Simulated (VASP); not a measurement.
The system is SnTe.

```xyz
2
Lattice="0.0000 3.1509 3.1509 3.1509 0.0000 3.1509 3.1509 3.1509 0.0000" Properties=species:S:1:pos:R:3 pbc="T T T"
Te    3.1509    3.1509    3.1509
Sn    0.0000    0.0000    0.0000
```

| Property | Result |
| --- | --- |
| Program | VASP 6.6.1 |
| Task | relaxation of cell and atoms |
| Functional | SVWN5 |
| Potentials or basis | VASP PAW PBE potentials, release 64 (Te, Sn_d) |
| Cutoff | 600 eV |
| k mesh | 7 × 7 × 7 |
| Occupations | fermi-dirac, width 0.05 eV |
| Spin | no spin polarisation |

At the start: pressure -1.6 GPa; volume 31.28 Å³/atom.

**Question.** Where does the relaxation end?

**Answer.** Over 3 steps the energy falls by 5.0 meV/atom and the volume is 30.27 Å³/atom (-3.2 %); space group Fm-3m (No. 225, to 0.05 Å).

Step by step:
| step | energy change (eV) | largest force (eV/Å) | pressure (GPa) | volume (Å³) |
| --- | --- | --- | --- | --- |
| 1 | 0.0000 | 0.0000 | -1.56 | 62.56 |
| 2 | -0.0088 | 0.0000 | 0.59 | 59.85 |
| 3 | -0.0101 | 0.0000 | 0.01 | 60.54 |

Final structure:
```yaml
crystal:
  lattice:
    - [0.00000, 3.11654, 3.11654]
    - [3.11654, 0.00000, 3.11654]
    - [3.11654, 3.11654, 0.00000]
  atoms:
    - { symbol: Te, position: [0.50000, 0.50000, 0.50000] }
    - { symbol: Sn, position: [0.00000, 0.00000, 0.00000] }
```

Caveat: the PAW data sets were made with another functional, which shifts forces and pressure a little.
